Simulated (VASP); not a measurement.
The system is Bi2Se3 (Paraguanajuatite).

```
CELL_PARAMETERS angstrom
2.08522 1.20390 9.60855
-2.08522 1.20390 9.60855
0.00000 -2.40780 9.60855
ATOMIC_POSITIONS crystal
Bi 0.59920 0.59920 0.59920
Bi 0.40080 0.40080 0.40080
Se 0.78830 0.78830 0.78830
Se 0.21170 0.21170 0.21170
Se 0.00000 0.00000 0.00000
```

Program: VASP 6.6.1. Alike in all runs: task single point; no spin polarisation; cell as given; k mesh 8 × 8 × 8; cutoff (eV) 520; smearing fermi-dirac 0.05 eV.

Order these runs on this cell by their pressure, lowest first.
A. level RPBE; potentials or basis VASP PAW PBE potentials, release 64 (Bi_d, Se)
B. level LDA; potentials or basis VASP PAW LDA potentials, release 64 (Bi_d, Se)
C. level PBE; potentials or basis VASP PAW PBE potentials, release 64 (Bi_d, Se)
D. level BLYP; potentials or basis VASP PAW PBE potentials, release 64 (Bi_d, Se)

B (-2.8 GPa), C (1.3 GPa), A (2.9 GPa), D (5.1 GPa).

Caveats: the PAW data sets were made with another functional, which shifts forces and pressure a little (some runs).
